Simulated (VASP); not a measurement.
# Si13Ge3 (P1) in VASP: notebook, part 2 of 2

VASP 6.6.1. The steps go on from the part before.

## Step 3: Relaxation of volume and atoms at fixed shape, PBEsol

This run uses another cell than the first one, of 20.56 Å³/atom.

Input file INCAR:

```
SYSTEM = Si13Ge3
ALGO     = Normal         ! electronic algorithm
EDIFF    = 1E-7           ! SCF threshold, eV
EDIFFG   = -0.03          ! ionic threshold
ENCUT    = 550            ! plane-wave cutoff, eV
GGA      = PS             ! functional
GGA_COMPAT= .False.      
IBRION   = 2              ! ionic algorithm
ISIF     = 8              ! what is computed and relaxed
ISMEAR   = -1             ! smearing method
ISYM     = -1           
LASPH    = .True.         ! aspherical terms in the spheres
LCHARG   = .False.        ! write CHGCAR
LREAL    = Auto         
LWAVE    = .False.        ! write WAVECAR
NELM     = 120            ! most SCF steps
NELMIN   = 4            
NSW      = 100            ! ionic steps
PREC     = Accurate       ! precision mode
SIGMA    = 0.05           ! smearing width, eV
```

Input file KPOINTS:

```
explicit points
1
Reciprocal
  0.25000000   0.25000000   0.25000000 1
```

Input file POSCAR:

```
Si13Ge3
1.0
   10.9578440000      0.0000000000      0.0000000000
    0.0000000000     10.9578440000      0.0000000000
    0.0000000000      0.0000000000     10.9578440000
Si Ge
52 12
Direct
    0.9989130000      0.0000850000      0.0008450000
    0.0042960000      0.5007860000      0.0014390000
    0.0006250000      0.5000980000      0.5022970000
    0.4988030000      0.0005780000      0.9969070000
    0.5001040000      0.9988750000      0.4995530000
    0.4980350000      0.4985080000      0.0030240000
    0.1228770000      0.1284440000      0.1266740000
    0.1243430000      0.1248840000      0.6228110000
    0.1259250000      0.6252020000      0.6270790000
    0.6242540000      0.1238910000      0.1244940000
    0.6214750000      0.1241660000      0.6278530000
    0.6245800000      0.6259850000      0.1252520000
    0.6247180000      0.6251990000      0.6243900000
    0.2539530000      0.2463500000      0.9992170000
    0.2490930000      0.2494480000      0.5003940000
    0.2486270000      0.7503690000      0.5010240000
    0.7525570000      0.2499250000      0.0030630000
    0.7482130000      0.2524480000      0.4977670000
    0.7501870000      0.7464910000      0.0013510000
    0.7493110000      0.7483890000      0.5000080000
    0.3742770000      0.3755380000      0.1242980000
    0.3737560000      0.8726370000      0.1280250000
    0.3775800000      0.8724530000      0.6240800000
    0.8749560000      0.3763130000      0.1235260000
    0.8792660000      0.8716110000      0.1229070000
    0.8767730000      0.8729380000      0.6235700000
    0.2499420000      0.9990460000      0.7463460000
    0.2491110000      0.4975850000      0.2474860000
    0.2509690000      0.4965560000      0.7505100000
    0.7504280000      0.5001600000      0.2501950000
    0.7500630000      0.4978040000      0.7513610000
    0.3735700000      0.1271050000      0.3773460000
    0.3742990000      0.1243530000      0.8776630000
    0.3760320000      0.6235030000      0.3756810000
    0.3757600000      0.6251420000      0.8747680000
    0.8758980000      0.1275690000      0.3725500000
    0.8740300000      0.1267400000      0.8784210000
    0.8753290000      0.6277220000      0.3761870000
    0.8764160000      0.6241930000      0.8759700000
    0.9983670000      0.2513850000      0.2514560000
    0.9998810000      0.2503170000      0.7510360000
    0.9998640000      0.7485830000      0.7510930000
    0.4989190000      0.2504780000      0.2497820000
    0.4972990000      0.2521760000      0.7504590000
    0.5014600000      0.7485850000      0.2535920000
    0.5000190000      0.7491480000      0.7467790000
    0.1225710000      0.3735490000      0.3740830000
    0.1268870000      0.3748270000      0.8763970000
    0.1262730000      0.8730370000      0.3780010000
    0.6271870000      0.3711450000      0.3752880000
    0.6240910000      0.3769040000      0.8751760000
    0.6246650000      0.8735260000      0.8730010000
    0.9996300000      0.0034790000      0.4985750000
    0.4999800000      0.4985270000      0.4972490000
    0.1257730000      0.6250610000      0.1213380000
    0.2520130000      0.7510610000      0.0009180000
    0.3765830000      0.3734400000      0.6230360000
    0.8759490000      0.3745120000      0.6263730000
    0.2500610000      0.0010360000      0.2524930000
    0.7487590000      0.0025220000      0.2517190000
    0.7520090000      0.9999240000      0.7495090000
    0.0020920000      0.7524330000      0.2507030000
    0.1230570000      0.8753260000      0.8733280000
    0.6285430000      0.8747570000      0.3747020000
```

Potentials or basis: VASP PAW PBE potentials, release 64 (Si, Ge_d).

On the command line:

```bash
$ cat potpaw_PBE.64/Si/POTCAR potpaw_PBE.64/Ge_d/POTCAR > POTCAR
$ mpirun -np 1 vasp_std > vasp.out
```

It took 46 min on 1 thread of Intel Xeon 6975P-C (Granite Rapids), shared host; peak memory 1.4 GiB.

The run converged. Its results:

```
Free energy                           : -357.6379 eV
Relaxed volume                        : 20.51 Å³/atom
Relaxed cell                          : a = 10.950 Å, b = 10.950 Å, c = 10.950 Å, α = 90.00°, β = 90.00°, γ = 90.00°
Space group after relaxing (to 0.1 Å) : P1 (No. 1)
Energy gained by relaxing             : 10.8 meV/atom
Ionic steps                           : 13
Pressure after relaxing               : 0.0 GPa
Largest force after relaxing          : 0.027 eV/Å
Band gap on the k mesh                : 1.05 eV
```

Forces on the atoms (eV/Å):
```
Si   0.005 -0.015  0.003
Si   0.006 -0.014  0.007
Si   0.008 -0.012 -0.012
Si  -0.008 -0.001  0.023
Si  -0.010 -0.016 -0.009
Si   0.011 -0.015  0.003
Si  -0.002 -0.002  0.004
Si   0.000 -0.005  0.002
Si  -0.006  0.014  0.002
Si  -0.006  0.004 -0.001
Si  -0.003  0.004  0.004
Si  -0.004  0.004 -0.005
Si  -0.011  0.014  0.000
Si   0.016  0.017 -0.012
Si   0.003 -0.008 -0.005
Si   0.012  0.007  0.004
Si  -0.001 -0.006  0.013
Si  -0.001  0.003  0.001
Si  -0.006  0.005 -0.018
Si   0.010  0.002  0.002
Si  -0.011  0.011  0.002
Si   0.000  0.006  0.009
Si  -0.011 -0.004  0.003
Si  -0.010  0.002  0.009
Si   0.000 -0.001  0.011
Si  -0.011 -0.007 -0.016
Si   0.004  0.006  0.000
Si   0.000 -0.012  0.020
Si  -0.008  0.009 -0.002
Si   0.005 -0.015  0.000
Si   0.010  0.005 -0.010
Si  -0.010  0.000  0.005
Si  -0.001  0.003 -0.001
Si  -0.008  0.003  0.000
Si  -0.011  0.012 -0.016
Si   0.023  0.000  0.009
Si   0.001 -0.007 -0.004
Si  -0.002  0.013 -0.003
Si   0.004  0.007  0.002
Si   0.011  0.000  0.001
Si   0.014 -0.008 -0.019
Si   0.015 -0.018 -0.002
Si   0.010  0.002 -0.002
Si   0.003  0.004 -0.003
Si   0.001 -0.006  0.002
Si  -0.005  0.007  0.004
Si   0.002 -0.009 -0.007
Si  -0.013  0.008  0.010
Si  -0.003  0.004  0.011
Si  -0.006 -0.001  0.011
Si   0.006 -0.007  0.011
Si  -0.009  0.010  0.007
Ge   0.011  0.007 -0.007
Ge   0.006  0.010 -0.011
Ge  -0.011  0.011  0.003
Ge  -0.011  0.002  0.001
Ge  -0.009  0.000 -0.009
Ge   0.004  0.015 -0.008
Ge   0.004 -0.008 -0.004
Ge   0.013 -0.011 -0.001
Ge   0.014  0.000 -0.013
Ge  -0.002 -0.008  0.000
Ge  -0.017 -0.011  0.006
Ge  -0.004 -0.007 -0.005
```

Stress tensor (GPa, compression positive):
```
-0.05 -1.12 -1.11
-1.12 -0.05 -1.12
-1.11 -1.12 -0.05
```

Step by step:
```csv
step,energy change (eV),largest force (eV/Å),pressure (GPa),volume (Å³)
1,0.0000,1.1837,-0.14,1315.76
2,-0.5858,0.3479,-0.01,1312.24
3,-0.5930,0.3499,0.02,1311.80
4,-0.6568,0.1458,0.00,1312.04
5,-0.6653,0.1422,0.00,1312.17
6,-0.6772,0.0692,0.00,1312.11
7,-0.6799,0.0796,0.00,1312.07
8,-0.6850,0.0469,0.00,1312.18
9,-0.6858,0.0650,-0.01,1312.24
10,-0.6884,0.0308,0.01,1312.01
11,-0.6888,0.0492,0.02,1311.86
12,-0.6906,0.0304,-0.03,1312.61
13,-0.6907,0.0265,-0.05,1312.91
```

Final structure:
```
CELL_PARAMETERS angstrom
10.94994 0.00000 0.00000
0.00000 10.94994 0.00000
0.00000 0.00000 10.94994
ATOMIC_POSITIONS crystal
Si 0.99880 0.00230 0.00095
Si 0.99731 0.49679 0.99737
Si 0.00181 0.50050 0.49927
Si 0.50094 0.99965 0.99943
Si 0.49826 0.00140 0.50245
Si 0.50032 0.49870 0.00031
Si 0.12356 0.12692 0.12466
Si 0.12731 0.12683 0.62705
Si 0.12548 0.62458 0.62546
Si 0.62325 0.12721 0.12225
Si 0.62396 0.12583 0.62458
Si 0.62535 0.62374 0.12530
Si 0.62735 0.62635 0.62811
Si 0.24993 0.24963 0.00017
Si 0.24771 0.24887 0.49845
Si 0.25061 0.74919 0.50094
Si 0.74941 0.25139 0.99983
Si 0.74780 0.24854 0.49784
Si 0.74945 0.74852 0.00025
Si 0.75103 0.74734 0.50242
Si 0.37557 0.37394 0.12514
Si 0.37936 0.87617 0.12531
Si 0.37538 0.87496 0.62545
Si 0.87446 0.37512 0.12471
Si 0.87439 0.87535 0.12146
Si 0.87470 0.87172 0.62535
Si 0.25259 0.00209 0.74819
Si 0.25205 0.49650 0.25159
Si 0.24838 0.50103 0.75231
Si 0.75068 0.49955 0.24940
Si 0.74839 0.50052 0.75250
Si 0.37701 0.12756 0.37722
Si 0.37570 0.12430 0.87633
Si 0.37353 0.62596 0.37329
Si 0.37833 0.62260 0.87311
Si 0.87586 0.12805 0.37503
Si 0.87636 0.12771 0.87770
Si 0.87338 0.62269 0.37720
Si 0.87433 0.62421 0.87537
Si 0.99960 0.25182 0.24957
Si 0.00235 0.24898 0.75243
Si 0.99784 0.74688 0.74834
Si 0.49991 0.24985 0.24917
Si 0.50132 0.24826 0.75263
Si 0.49870 0.74761 0.24789
Si 0.50036 0.74970 0.74947
Si 0.12518 0.37483 0.37495
Si 0.12561 0.37482 0.87584
Si 0.12730 0.87390 0.37714
Si 0.62678 0.37357 0.37177
Si 0.62481 0.37513 0.87578
Si 0.62363 0.87261 0.87675
Ge 0.00052 0.00011 0.50158
Ge 0.50257 0.50150 0.49876
Ge 0.12509 0.61978 0.12446
Ge 0.25452 0.75004 0.99924
Ge 0.37330 0.37323 0.62697
Ge 0.87483 0.37421 0.62562
Ge 0.25139 0.00091 0.25045
Ge 0.75050 0.00234 0.24786
Ge 0.75020 0.99959 0.75141
Ge 0.99816 0.75078 0.25160
Ge 0.12349 0.87714 0.87198
Ge 0.62326 0.87293 0.37702
```

Levels at points of the mesh, in eV from the valence-band top:
```
           k point  band 185  band 186  band 187  band 188  band 189  band 190  band 191  band 192
(0.25, 0.25, 0.25)     -0.51     -0.49     -0.01      0.00      1.05      1.06      1.06      1.48
```

Caveat: the PAW data sets were made with another functional, which shifts forces and pressure a little; a shifted mesh leaves out Γ, where band edges can lie.
